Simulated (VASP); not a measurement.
Si, 2 atoms in the cell. It takes space group Fd-3m (No. 227, cubic). Conventional cell: a = 5.358 Å, b = 5.358 Å, c = 5.358 Å, α = 90.00°, β = 90.00°, γ = 90.00°. Si (site symmetry -43m) has 4 Si at 2.32 Å within 3.1 Å.  This cell differs from its parent crystal: volume 19.228 Å^3 an atom, c/a of the conventional cell 1.0000.

```yaml
Program: VASP 6.6.1
Task: single point
Functional: LDA
Potentials_or_basis: VASP PAW LDA potentials, release 64 (Si)
Cutoff: 520 eV
k_mesh: 12 × 12 × 12
Occupations: gaussian, width 0.05 eV
Spin: no spin polarisation
Dipole_correction: no
Further_INCAR_settings: ALGO = Normal; EDIFF = 1e-06; NBANDS = 11
```

Potentials or basis: VASP PAW LDA potentials, release 64 (Si).

The run is started by

```console
$ cat potpaw_LDA.64/Si/POTCAR > POTCAR
$ mpirun -np 1 vasp_std > vasp.out
```

Hardware: 1 thread of Intel(R) Xeon(R) Platinum 8559C (Emerald Rapids) (shared host).

Task: Estimate the wall time of this run.

Result: Wall time 13 s on 1 thread of Intel(R) Xeon(R) Platinum 8559C (Emerald Rapids), with other jobs on the host, peak memory 0.14 GiB. Counts: scf iterations 11, k points 72.
